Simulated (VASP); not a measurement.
# C: single point with LDA

The system is C.

```
C
1.0
     0.00000    1.83738    1.70913
     1.83738    0.00000    1.70913
     1.83738    1.83738    0.00000
C
2
Direct
  0.50000 0.50000 0.50000
  0.75000 0.75000 0.75000
```

This cell differs from its parent crystal: volume 5.770 Å^3 an atom, c/a of the conventional cell 0.9302.

| Property | Result |
| --- | --- |
| Program | VASP 6.6.1 |
| Task | single point |
| Functional | LDA |
| Potentials or basis | VASP PAW LDA potentials, release 64 (C) |
| Cutoff | 520 eV |
| k mesh | 12 × 12 × 12 |
| Occupations | gaussian, width 0.05 eV |
| Spin | no spin polarisation |
| Dipole correction | no |
| Further INCAR settings | ALGO = Normal; EDIFF = 1e-06; NBANDS = 11 |

* Pressure: -18.6 GPa
* Band gap on the k mesh: 2.34 eV, indirect (least direct gap 4.30 eV)

Stress tensor (GPa, compression positive):
```
-38.83   0.00   0.00
  0.00 -38.83   0.00
  0.00   0.00  21.95
```

Levels at points of the mesh, in eV from the valence-band top:
```tsv
k point	band 1	band 2	band 3	band 4	band 5	band 6	band 7	band 8	band 9
(0.00, 0.00, 0.00)	-21.75	-0.99	-0.99	0.00	4.30	5.17	5.17	12.44	18.18
(0.50, 0.00, 0.00)	-15.99	-13.82	-4.00	-2.81	6.74	7.34	9.27	14.64	20.51
(0.50, 0.50, 0.00)	-12.38	-12.38	-7.52	-7.52	2.92	2.92	15.90	15.90	22.56
(0.50, 0.00, 0.50)	-13.51	-13.51	-6.46	-6.46	4.60	4.60	15.33	15.33	21.39
```

Run time: 12 s on 1 thread of Intel Xeon 6975P-C (shared host), peak memory 0.12 GiB.

 A k mesh can miss the band edges.
